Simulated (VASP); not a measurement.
# Ge3N4 (P6_3/m) in VASP: notebook, part 2 of 2

VASP 6.6.1. The steps go on from the part before.

**4. Single point, r2SCAN (epitaxial xy strain -2.0%)**

Input file POSCAR:

```
Ge3N4
1.0
    7.8830488945      0.0000000000      0.0000000000
   -3.9415244473      6.8269206019      0.0000000000
    0.0000000000      0.0000000000      3.1108566313
Ge N
6 8
Direct
    0.8328819967      0.2379944650      0.7500000000
    0.5948875317      0.8328819967      0.2500000000
    0.2379944650      0.4051124683      0.2500000000
    0.7620055350      0.5948875317      0.7500000000
    0.4051124683      0.1671180033      0.7500000000
    0.1671180033      0.7620055350      0.2500000000
    0.6666666667      0.3333333333      0.7500000000
    0.3333333333      0.6666666667      0.2500000000
    0.6704883288      0.9733080909      0.7500000000
    0.6971802379      0.6704883288      0.2500000000
    0.9733080909      0.3028197621      0.2500000000
    0.0266919091      0.6971802379      0.7500000000
    0.3295116712      0.0266919091      0.2500000000
    0.3028197621      0.3295116712      0.7500000000
```

Input file INCAR.step1:

```
PREC = Accurate ; ENCUT = 660
ISMEAR = 0 ; SIGMA = 0.01
LREAL = False ; LASPH = True
NELM = 120 ; NBANDS = 75
GGA = PE ; ALGO = Normal
EDIFF = 1E-5 ; LWAVE = True
LCHARG = False ; GGA_COMPAT = False
KPAR = 4
```

Input file INCAR.step2:

```
PREC = Accurate ; ENCUT = 660
EDIFF = 1E-6 ; ISMEAR = 0
SIGMA = 0.01 ; LREAL = False
LASPH = True ; NELM = 120
ALGO = Normal ; ISIF = 2
LWAVE = False ; LCHARG = False
METAGGA = R2SCAN ; LMIXTAU = True
NBANDS = 75 ; ISTART = 1
GGA_COMPAT = False ; KPAR = 4
```

Input file KPOINTS:

```
regular mesh
0
Gamma
  6 6 8
```

Potentials or basis: VASP PAW PBE potentials, release 64 (Ge_d, N).

Command:

```sh
$ cat potpaw_PBE.64/Ge_d/POTCAR potpaw_PBE.64/N/POTCAR > POTCAR
$ cp INCAR.step1 INCAR
$ mpirun -np 4 vasp_std > vasp.out
$ cp INCAR.step2 INCAR
$ mpirun -np 4 vasp_std > vasp.out
```

OUTCAR:

```text
PREC = Accurate
   ENCUT = 660
   EDIFF = 1E-6
   ISMEAR = 0
   LREAL = False
   LASPH = True
   NELM = 120
   ISIF = 2
   METAGGA = R2SCAN
   ISTART = 1

 ion  position               nearest neighbor table
   1  0.833  0.238  0.750-   7 1.81   9 1.82  11 1.83  11 1.83
   2  0.595  0.833  0.250-   8 1.81  10 1.82   9 1.83   9 1.83
   3  0.238  0.405  0.250-   8 1.81  11 1.82  14 1.83  14 1.83
   4  0.762  0.595  0.750-   7 1.81  12 1.82  10 1.83  10 1.83
   5  0.405  0.167  0.750-   7 1.81  14 1.82  13 1.83  13 1.83
   6  0.167  0.762  0.250-   8 1.81  13 1.82  12 1.83  12 1.83
   7  0.667  0.333  0.750-   1 1.81   5 1.81   4 1.81
   8  0.333  0.667  0.250-   6 1.81   2 1.81   3 1.81
   9  0.670  0.973  0.750-   1 1.82   2 1.83   2 1.83
  10  0.697  0.670  0.250-   2 1.82   4 1.83   4 1.83
  11  0.973  0.303  0.250-   3 1.82   1 1.83   1 1.83
  12  0.027  0.697  0.750-   4 1.82   6 1.83   6 1.83
  13  0.330  0.027  0.250-   6 1.82   5 1.83   5 1.83
  14  0.303  0.330  0.750-   5 1.82   3 1.83   3 1.83

  LATTYP: Found a hexagonal cell.
 ALAT       =     7.8830488945
 C/A-ratio  =     0.3946260734

  Lattice vectors:

 A1 = (   7.8830488945,   0.0000000000,   0.0000000000)
 A2 = (  -3.9415244473,   6.8269206019,   0.0000000000)
 A3 = (   0.0000000000,   0.0000000000,   3.1108566313)

Analysis of symmetry for initial positions (statically):
=====================================================================
 Subroutine PRICEL returns:
 Original cell was already a primitive cell.

 Routine SETGRP: Setting up the symmetry group for a
 hexagonal supercell.

 Subroutine GETGRP returns: Found 12 space group operations
 (whereof  6 operations were pure point group operations)
 out of a pool of 24 trial point group operations.

The static configuration has the point symmetry S_6 .
 The point group associated with its full space group is C_6h.

[... 169 lines left out ...]
 Gauss-broadening in eV      SIGMA  =   0.01
  energy-cutoff  :      660.00
  volume of cell :      167.42
 maximum number of plane-waves:      6517
 NGX is ok and might be reduce to    70
   NGX = 33   NGY = 33   NGZ = 13

 number of electron     123.9999964 magnetization

 Free energy of the ion-electron system (eV)
  ---------------------------------------------------
  ext. energy  EPLUGINS =         0.00000000
  ---------------------------------------------------
  free energy    TOTEN  =      -158.73399837 eV

  energy without entropy =     -158.73399837  energy(sigma->0) =     -158.73399837

 E-fermi :   5.0955     XC(G=0): -11.9512

 val. band max:        5.0513154915   @ k =   0.0000   0.0000   0.1250
 cond. band min:       8.0127526857   @ k =   0.0000   0.0000   0.0000
 fundamental gap:      2.9614371942
 Fermi energy:         5.0954695931

 k-point     1 :       0.0000    0.0000    0.0000
  band No.  band energies     occupation
      1     -19.9863      2.00000
      2     -19.9670      2.00000
      3     -19.9536      2.00000
      4     -19.9536      2.00000
      5     -19.9261      2.00000
      6     -19.8943      2.00000
[... 1837 lines left out ...]
     73      13.0884      0.00000
     74      13.0884      0.00000

 [... further k-points ...]

 [bands above 74 left out]

------------------------ aborting loop because EDIFF is reached ----------------------------------------

  FORCE on cell =-STRESS in cart. coord.  units (eV):
  Direction    XX          YY          ZZ          XY          YZ          ZX
  --------------------------------------------------------------------------------------
  -------------------------------------------------------------------------------------
  Total       10.1456830     10.1456830      0.7899690      0.0000226      0.0000000      0.0000000
  in kB       97.0940916     97.0940916      7.5599959      0.0002164      0.0000000      0.0000000
  external PRESSURE =      67.2493930 kB  Pullay stress =       0.0000000 kB

 VOLUME and BASIS-vectors are now :
 -----------------------------------------------------------------------------
  energy-cutoff  :      660.00
  volume of cell :      167.42
      direct lattice vectors                 reciprocal lattice vectors
     7.883048894  0.000000000  0.000000000     0.126854471  0.073239463  0.000000000
    -3.941524447  6.826920602  0.000000000     0.000000000  0.146478926  0.000000000
     0.000000000  0.000000000  3.110856631     0.000000000  0.000000000  0.321454865

 POSITION                                       TOTAL-FORCE (eV/Angst)
 -----------------------------------------------------------------------------------
      5.62759      1.62477      2.33314         0.008739      0.009207     -0.000000
      1.40670      5.68602      0.77771        -0.003604      0.012172      0.000000
      0.27936      2.76567      0.77771         0.012343     -0.002965     -0.000000
      3.66216      4.06125      2.33314        -0.012343      0.002965      0.000000
      2.53482      1.14090      2.33314         0.003604     -0.012172     -0.000000
     -1.68606      5.20215      0.77771        -0.008739     -0.009207      0.000000
      3.94152      2.27564      2.33314        -0.000000     -0.000000      0.000000
     -0.00000      4.55128      0.77771        -0.000000     -0.000000      0.000000
      1.44917      6.64470      2.33314        -0.001655      0.007369      0.000000
      2.85316      4.57737      0.77771        -0.007209      0.002252      0.000000
      6.47906      2.06733      0.77771         0.005555      0.005118     -0.000000
     -2.53754      4.75959      2.33314        -0.005555     -0.005118      0.000000
      2.49235      0.18222      0.77771         0.001655     -0.007369     -0.000000
      1.08836      2.24955      2.33314         0.007209     -0.002252     -0.000000
 -----------------------------------------------------------------------------------
    total drift:                                0.000000     -0.000000     -0.000000

  FREE ENERGIE OF THE ION-ELECTRON SYSTEM (eV)
  ---------------------------------------------------
  free  energy   TOTEN  =      -158.7339983731 eV

  energy  without entropy=     -158.7339983731  energy(sigma->0) =     -158.73399837
```

OSZICAR.step1:

```text
N       E                     dE             d eps       ncg     rms          rms(c)
DAV:   1     0.224448318496E+04    0.22445E+04   -0.58961E+04  8169   0.505E+03
DAV:   2     0.467100304186E+03   -0.17774E+04   -0.16828E+04  6024   0.140E+03
DAV:   3    -0.453030599938E+02   -0.51240E+03   -0.48989E+03  6468   0.358E+02
DAV:   4    -0.107296599720E+03   -0.61994E+02   -0.60861E+02  6866   0.137E+02
DAV:   5    -0.110510143437E+03   -0.32135E+01   -0.31834E+01  7440   0.308E+01    0.241E+01
DAV:   6    -0.936492523785E+02    0.16861E+02   -0.54631E+01  8952   0.574E+01    0.847E+00
DAV:   7    -0.939275711975E+02   -0.27832E+00   -0.69076E+00  7296   0.112E+01    0.545E+00
DAV:   8    -0.938779696828E+02    0.49602E-01   -0.67362E-01  8416   0.906E+00    0.125E+00
DAV:   9    -0.938527886324E+02    0.25181E-01   -0.16183E-01  8592   0.347E+00    0.303E-01
DAV:  10    -0.938553423565E+02   -0.25537E-02   -0.17193E-02  8525   0.935E-01    0.203E-01
DAV:  11    -0.938562536290E+02   -0.91127E-03   -0.24463E-03  7072   0.320E-01    0.459E-02
DAV:  12    -0.938563162824E+02   -0.62653E-04   -0.19288E-04  8226   0.122E-01    0.170E-02
DAV:  13    -0.938563478046E+02   -0.31522E-04   -0.73773E-05  6664   0.803E-02    0.987E-03
DAV:  14    -0.938563492294E+02   -0.14248E-05   -0.10210E-05  4421   0.214E-02
   1 F= -.93856349E+02 E0= -.93856349E+02  d E =-.664219E-23
```

Wall time 26 min (4 MPI ranks of Intel Xeon Platinum 8259CL at 2.50GHz (Skylake/Cascade Lake), shared host); peak memory 0.72 GiB.

Results:

```
Free energy            : -158.7340 eV
Pressure               : 6.7 GPa
Largest force          : 0.013 eV/Å
Band gap on the k mesh : 2.96 eV (least direct gap 3.01 eV)
```

Forces in eV/Å, atoms in the order of the input:
```
Ge   0.009  0.009  0.000
Ge  -0.004  0.012  0.000
Ge   0.012 -0.003  0.000
Ge  -0.012  0.003  0.000
Ge   0.004 -0.012  0.000
Ge  -0.009 -0.009  0.000
N    0.000  0.000  0.000
N    0.000  0.000  0.000
N   -0.002  0.007  0.000
N   -0.007  0.002  0.000
N    0.006  0.005  0.000
N   -0.006 -0.005  0.000
N    0.002 -0.007  0.000
N    0.007 -0.002  0.000
```

Stress tensor (GPa, compression positive):
```
9.71 0.00 0.00
0.00 9.71 0.00
0.00 0.00 0.76
```

Levels at points of the mesh, in eV from the valence-band top:
```tsv
k point	band 60	band 61	band 62	band 63	band 64	band 65
(0.00, 0.00, 0.00)	-0.39	-0.30	-0.05	2.96	3.87	4.12
(0.50, 0.00, 0.00)	-0.43	-0.17	-0.11	3.84	4.11	4.22
(0.00, 0.00, 0.50)	-1.25	-1.24	-1.24	5.30	5.30	5.30
(0.50, 0.00, 0.50)	-1.16	-0.88	-0.88	4.99	4.99	6.02
```

Caveat: the cell differs from its parent crystal (epitaxial xy strain -2.0%); the cell stands under pressure; the PAW data sets were made with another functional, which shifts forces and pressure a little.

**5. Summary**

| level | cell | cutoff (eV) | smearing | gap on the mesh (eV) | pressure (GPa) | largest force (eV/Å) |
| --- | --- | --- | --- | --- | --- | --- |
| r2SCAN | a = 7.963, b = 7.963, c = 3.095 Å, angles 90.0, 90.0, 120.0°, 14 atoms, epitaxial xy strain -1.0% | 660 | gaussian 0.01 eV | 2.84 | 3.7 | 0.01 |
| PBE | a = 7.963, b = 7.963, c = 3.095 Å, angles 90.0, 90.0, 120.0°, 14 atoms, epitaxial xy strain -1.0% | 600 | fermi-dirac 0.02 eV | 2.40 | 8.7 | 0.07 |
| r2SCAN | a = 7.883, b = 7.883, c = 3.111 Å, angles 90.0, 90.0, 120.0°, 14 atoms, epitaxial xy strain -2.0% | 660 | gaussian 0.01 eV | 2.96 | 6.7 | 0.01 |

Alike in all rows: task single point; potentials or basis VASP PAW PBE potentials, release 64 (Ge_d, N); no spin polarisation; k mesh 6 × 6 × 8.

Caveats: the cell stands under pressure; the PAW data sets were made with another functional, which shifts forces and pressure a little (at least some runs).

Absolute energies hang on the potentials; compare differences alone.
